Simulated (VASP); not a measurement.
# TiO2 (I4_1/amd) in VASP: single point with PBE

Aim: the single point of TiO2 with PBE.

Program: VASP 6.6.1. These are calculated values, not measurements. Logs are shortened: lines on timing, memory, paths and dates and some standing lists are left out, and cuts for length are marked.

## 1. The cell of the first run

It takes space group I4_1/amd (No. 141, tetragonal). The conventional cell has a = 3.785 Å, b = 3.785 Å, c = 9.514 Å, α = 90.00°, β = 90.00°, γ = 90.00°. Ti (site symmetry -4m2) has 6 O at 1.93 to 1.98 Å within 2.6 Å. Within 2.6 Å of O (site symmetry 2mm) lie 3 Ti at 1.93 to 1.98 Å and 2 O at 2.47 Å.

## 2. Single point, PBE

File INCAR:

```
PREC = Accurate
ENCUT = 520
EDIFF = 1E-6
ISMEAR = 0
SIGMA = 0.01
LREAL = F
LASPH = T
NELM = 100
ALGO = Normal
ISIF = 2
LWAVE = F
LCHARG = T
GGA = PE
LELF = T
LVHAR = T
NBANDS = 60
```

File KPOINTS:

```
regular mesh
0
Gamma
  6 6 3
```

File POSCAR:

```
TiO2
1.0
    3.7850000000      0.0000000000      0.0000000000
    0.0000000000      3.7850000000      0.0000000000
    0.0000000000      0.0000000000      9.5140000000
Ti O
4 8
Direct
    0.0000000000      0.0000000000      0.0000000000
    0.5000000000      0.5000000000      0.5000000000
    0.0000000000      0.5000000000      0.2500000000
    0.5000000000      0.0000000000      0.7500000000
    0.0000000000      0.0000000000      0.2081000000
    0.5000000000      0.5000000000      0.7081000000
    0.0000000000      0.5000000000      0.4581000000
    0.5000000000      0.0000000000      0.9581000000
    0.5000000000      0.0000000000      0.5419000000
    0.0000000000      0.5000000000      0.0419000000
    0.5000000000      0.5000000000      0.2919000000
    0.0000000000      0.0000000000      0.7919000000
```

Potentials or basis: VASP PAW PBE potentials, release 64 (Ti_sv, O).

Run with:

```console
$ cat potpaw_PBE.64/Ti_sv/POTCAR potpaw_PBE.64/O/POTCAR > POTCAR
$ mpirun -np 1 vasp_std > vasp.out
```

OUTCAR:

```text
PREC = Accurate
   ENCUT = 520
   EDIFF = 1E-6
   ISMEAR = 0
   LREAL = F
   LASPH = T
   NELM = 100
   ISIF = 2
   GGA = PE

 ion  position               nearest neighbor table
   1  0.000  0.000  0.000-   8 1.93  10 1.93  10 1.93   8 1.93   5 1.98  12 1.98
   2  0.500  0.500  0.500-   7 1.93   9 1.93   9 1.93   7 1.93   6 1.98  11 1.98
   3  0.000  0.500  0.250-   5 1.93  11 1.93   5 1.93  11 1.93  10 1.98   7 1.98
   4  0.500  0.000  0.750-   6 1.93  12 1.93   6 1.93  12 1.93   9 1.98   8 1.98
   5  0.000  0.000  0.208-   3 1.93   3 1.93   1 1.98
   6  0.500  0.500  0.708-   4 1.93   4 1.93   2 1.98
   7  0.000  0.500  0.458-   2 1.93   2 1.93   3 1.98
   8  0.500  0.000  0.958-   1 1.93   1 1.93   4 1.98
   9  0.500  0.000  0.542-   2 1.93   2 1.93   4 1.98
  10  0.000  0.500  0.042-   1 1.93   1 1.93   3 1.98
  11  0.500  0.500  0.292-   3 1.93   3 1.93   2 1.98
  12  0.000  0.000  0.792-   4 1.93   4 1.93   1 1.98

  LATTYP: Found a simple tetragonal cell.
 ALAT       =     3.7850000000
 C/A-ratio  =     2.5136063408

  Lattice vectors:

 A1 = (   3.7850000000,   0.0000000000,   0.0000000000)
 A2 = (   0.0000000000,   3.7850000000,   0.0000000000)
 A3 = (   0.0000000000,   0.0000000000,   9.5140000000)

Analysis of symmetry for initial positions (statically):
=====================================================================
 Subroutine PRICEL returns following result:

  LATTYP: Found a body centered tetragonal cell.
 ALAT       =     3.7850000000
 C/A-ratio  =     2.5136063408

  Lattice vectors:

 A1 = (  -1.8925000000,   1.8925000000,   4.7570000000)
 A2 = (   1.8925000000,  -1.8925000000,   4.7570000000)
 A3 = (   1.8925000000,   1.8925000000,  -4.7570000000)

   2 primitive cells build up your supercell.

 Routine SETGRP: Setting up the symmetry group for a
 simple tetragonal supercell.

 Subroutine GETGRP returns: Found 16 space group operations
 (whereof  8 operations were pure point group operations)
 out of a pool of 16 trial point group operations.

The static configuration has the point symmetry D_2d.
 The point group associated with its full space group is D_4h.

Analysis of symmetry for dynamics (positions and initial velocities):
=====================================================================
 Subroutine PRICEL returns following result:

  LATTYP: Found a body centered tetragonal cell.
 ALAT       =     3.7850000000
 C/A-ratio  =     2.5136063408

  Lattice vectors:

 A1 = (  -1.8925000000,   1.8925000000,   4.7570000000)
 A2 = (   1.8925000000,  -1.8925000000,   4.7570000000)
 A3 = (   1.8925000000,   1.8925000000,  -4.7570000000)

   2 primitive cells build up your supercell.

 Routine SETGRP: Setting up the symmetry group for a
 simple tetragonal supercell.

 Subroutine GETGRP returns: Found 16 space group operations
 (whereof  8 operations were pure point group operations)
 out of a pool of 16 trial point group operations.

The dynamic configuration has the point symmetry D_2d.
 The point group associated with its full space group is D_4h.

 Subroutine INISYM returns: Found 16 space group operations
 (whereof  8 operations are pure point group operations),
 and found     2 'primitive' translations

----------------------------------------------------------------------------------------

                                     Primitive cell

  volume of cell :      68.1499

  direct lattice vectors                    reciprocal lattice vectors
    -1.892500000  1.892500000  4.757000000    -0.000000000  0.264200793  0.105108262
     1.892500000 -1.892500000  4.757000000     0.264200793  0.000000000  0.105108262
     1.892500000  1.892500000 -4.757000000     0.264200793  0.264200793  0.000000000

  length of vectors
     5.458219627  5.458219627  5.458219627     0.284341002  0.284341002  0.373636344

  position of ions in fractional coordinates (direct lattice)
     0.000000000  0.000000000  0.000000000
     0.750000000  0.250000000  0.500000000
     0.208100000  0.208100000  0.000000000
     0.958100000  0.458100000  0.500000000
     0.541900000  0.041900000  0.500000000
     0.791900000  0.791900000  0.000000000

  ion indices of the primitive-cell ions
   primitive index   ion index
                 1           1
                 2           3
                 3           5
                 4           8
                 5          10
                 6          12

----------------------------------------------------------------------------------------

 KPOINTS: regular mesh

Automatic generation of k-mesh.
 Grid dimensions read from file:
 generate k-points for:    6    6    3

 Generating k-lattice:

  Cartesian coordinates                     Fractional coordinates (reciprocal lattice)
     0.044033465  0.000000000  0.000000000     0.166666667  0.000000000  0.000000000
     0.000000000  0.044033465  0.000000000     0.000000000  0.166666667  0.000000000
     0.000000000  0.000000000  0.035036087     0.000000000  0.000000000  0.333333333

  Length of vectors
     0.044033465  0.044033465  0.035036087

  Shift w.r.t. Gamma in fractional coordinates (k-lattice)
     0.000000000  0.000000000  0.000000000

 Subroutine IBZKPT returns following result:
 ===========================================

 Found     20 irreducible k-points:

 Following reciprocal coordinates:
            Coordinates               Weight
  0.000000  0.000000  0.000000      1.000000
  0.166667  0.000000  0.000000      4.000000
  0.333333  0.000000  0.000000      4.000000
  0.500000  0.000000  0.000000      2.000000
  0.166667  0.166667  0.000000      4.000000
  0.333333  0.166667  0.000000      8.000000
[... 12 lines left out ...]
  0.500000  0.333333  0.333333      8.000000
  0.500000  0.500000  0.333333      2.000000
   k-points           NKPTS =     20   k-points in BZ     NKDIM =     20   number of bands    NBANDS=     60
   number of dos      NEDOS =    301   number of ions     NIONS =     12
   total plane-waves  NPLWV =  56448
   dimension x,y,z NGX =    28 NGY =   28 NGZ =   72
   dimension x,y,z NGXF=    56 NGYF=   56 NGZF=  144
   ions per type =               4   8
   NGX,Y,Z   is equivalent  to a cutoff of  12.30, 12.30, 12.58 a.u.
   NGXF,Y,Z  is equivalent  to a cutoff of  24.60, 24.60, 25.16 a.u.
 SYSTEM =  unknown system
   PREC   = accura    normal or accurate (medium, high low for compatibility)
   ISTART =      0    job   : 0-new  1-cont  2-samecut
   ICHARG =      2    charge: 1-file 2-atom 10-const
   ISPIN  =      1    spin polarized calculation?
   LNONCOLLINEAR =      F non collinear calculations
   LSORBIT =      F    spin-orbit coupling
   LASPH  =      T    aspherical Exc in radial PAW
   ENCUT  =  520.0 eV  38.22 Ry    6.18 a.u.   7.04  7.04 17.69*2*pi/ulx,y,z
   NELM   =    100;   NELMIN=  2; NELMDL= -5     # of ELM steps
   EDIFF  = 0.1E-05   stopping-criterion for ELM
   LREAL  =      F    real-space projection
   EDIFFG = 0.1E-04   stopping-criterion for IOM
   NSW    =      0    number of steps for IOM
   IBRION =     -1    ionic relax: 0-MD 1-quasi-New 2-CG
   NFREE  =      0    steps in history (QN), initial steepest desc. (CG)
   ISIF   =      2    stress and relaxation
   ISYM   =      2    0-nonsym 1-usesym 2-fastsym
   POTIM  = 0.5000    time-step for ionic-motion
   TEBEG  =    0.0;   TEEND  =   0.0 temperature during run
   PSTRESS=    0.0 pullay stress
   NELECT =      96.0000    total number of electrons
   NUPDOWN=      -1.0000    fix difference up-down
   EMIN   =  10.00;   EMAX   =-10.00  energy-range for DOS
   EFERMI =   0.00;   METHOD = LEGACY
   ISMEAR =     0;   SIGMA  =   0.01  broadening in eV -4-tet -1-fermi 0-gaus
   EFERMI_NEDOS =   21; number of points for ismear=-14 and -15
   IALGO  =     38    algorithm
   IMIX   =      4    mixing-type and parameters
     AMIX     =   0.40;   BMIX     =  1.00
     AMIX_MAG =   1.60;   BMIX_MAG =  1.00
  volume/ion in A,a.u.               =      11.36        76.65
  Fermi-wavevector in a.u.,A,eV,Ry     =   1.456578  2.752532 28.866366  2.121618
  Thomas-Fermi vector in A             =   2.573479
   LORBIT       =      0    0 simple, 1 ext, 2 COOP (PROOUT), +10 PAW based schemes
   GGA     = PE    functional components
   LHFCALC =     F    Hartree Fock is set to
   AEXX    =    0.0000 exact exchange contribution
   IVDW    =     0    specifies the selected vdW correction
   LEPSILON=     F    determine dielectric tensor
   LRPA    =     F    only Hartree local field effects (RPA)
 non-spin polarized calculation
 Gauss-broadening in eV      SIGMA  =   0.01
  energy-cutoff  :      520.00
  volume of cell :      136.30
 maximum number of plane-waves:      3700
   NGX = 15   NGY = 15   NGZ = 35

 number of electron      95.9999958 magnetization

 Free energy of the ion-electron system (eV)
  ---------------------------------------------------
  ext. energy  EPLUGINS =         0.00000000
  ---------------------------------------------------
  free energy    TOTEN  =      -107.65349551 eV

  energy without entropy =     -107.65349551  energy(sigma->0) =     -107.65349551

 E-fermi :   3.5353     XC(G=0): -10.7351

 val. band max:        3.3580299606   @ k =   0.5000   0.5000   0.0000
 cond. band min:       5.4998977320   @ k =   0.0000   0.0000   0.0000
 fundamental gap:      2.1418677714
 Fermi energy:         3.5352648265

 k-point     1 :       0.0000    0.0000    0.0000
  band No.  band energies     occupation
      1     -52.9980      2.00000
      2     -52.9678      2.00000
      3     -52.9678      2.00000
      4     -52.9374      2.00000
      5     -29.4646      2.00000
      6     -29.2706      2.00000
[... 52 lines left out ...]
     59       7.6411      0.00000
     60       7.6411      0.00000

 k-point     2 :       0.1667    0.0000    0.0000
  band No.  band energies     occupation
      1     -52.9954      2.00000
      2     -52.9693      2.00000
      3     -52.9652      2.00000
      4     -52.9389      2.00000
      5     -29.4632      2.00000
      6     -29.3258      2.00000
[... 1131 lines left out ...]
      4     -52.9632      2.00000
      5     -29.4235      2.00000
      6     -29.4235      2.00000
[... 52 lines left out ...]
     59       8.2753      0.00000
     60       8.2753      0.00000

------------------------ aborting loop because EDIFF is reached ----------------------------------------

  FORCE on cell =-STRESS in cart. coord.  units (eV):
  Direction    XX          YY          ZZ          XY          YZ          ZX
  --------------------------------------------------------------------------------------
  -------------------------------------------------------------------------------------
  Total        4.5408889      4.5408889      5.7689657      0.0000000      0.0000000      0.0000000
  in kB       53.3772924     53.3772924     67.8131042      0.0000000      0.0000000      0.0000000
  external PRESSURE =      58.1892296 kB  Pullay stress =       0.0000000 kB

 VOLUME and BASIS-vectors are now :
 -----------------------------------------------------------------------------
  energy-cutoff  :      520.00
  volume of cell :      136.30
      direct lattice vectors                 reciprocal lattice vectors
     3.785000000  0.000000000  0.000000000     0.264200793  0.000000000  0.000000000
     0.000000000  3.785000000  0.000000000     0.000000000  0.264200793  0.000000000
     0.000000000  0.000000000  9.514000000     0.000000000  0.000000000  0.105108262

 POSITION                                       TOTAL-FORCE (eV/Angst)
 -----------------------------------------------------------------------------------
      0.00000      0.00000      0.00000         0.000000      0.000000     -0.000000
      1.89250      1.89250      4.75700        -0.000000      0.000000     -0.000000
      0.00000      1.89250      2.37850        -0.000000     -0.000000     -0.000000
      1.89250      0.00000      7.13550         0.000000     -0.000000     -0.000000
      0.00000      0.00000      1.97986        -0.000000     -0.000000      0.125094
      1.89250      1.89250      6.73686         0.000000     -0.000000      0.125094
      0.00000      1.89250      4.35836        -0.000000     -0.000000      0.125094
      1.89250      0.00000      9.11536         0.000000      0.000000      0.125094
      1.89250      0.00000      5.15564        -0.000000      0.000000     -0.125094
      0.00000      1.89250      0.39864        -0.000000      0.000000     -0.125094
      1.89250      1.89250      2.77714        -0.000000     -0.000000     -0.125094
      0.00000      0.00000      7.53414        -0.000000      0.000000     -0.125094
 -----------------------------------------------------------------------------------
    total drift:                                0.000000      0.000000      0.000000

  FREE ENERGIE OF THE ION-ELECTRON SYSTEM (eV)
  ---------------------------------------------------
  free  energy   TOTEN  =      -107.6534955075 eV

  energy  without entropy=     -107.6534955075  energy(sigma->0) =     -107.65349551
```

It took 3 min on 1 thread of Intel Xeon Platinum 8259CL at 2.50GHz (Skylake/Cascade Lake), shared host; peak memory 0.29 GiB.

What came out:

```yaml
Free_energy: -107.6535 eV
Pressure: 5.8 GPa
Largest_force: 0.125 eV/Å
Band_gap_on_the_k_mesh: 2.14 eV
```

Forces on the atoms (eV/Å):
```
Ti   0.000  0.000  0.000
Ti   0.000  0.000  0.000
Ti   0.000  0.000  0.000
Ti   0.000  0.000  0.000
O    0.000  0.000  0.125
O    0.000  0.000  0.125
O    0.000  0.000  0.125
O    0.000  0.000  0.125
O    0.000  0.000 -0.125
O    0.000  0.000 -0.125
O    0.000  0.000 -0.125
O    0.000  0.000 -0.125
```

Caveat: the cell stands under pressure. A k mesh can miss the band edges.
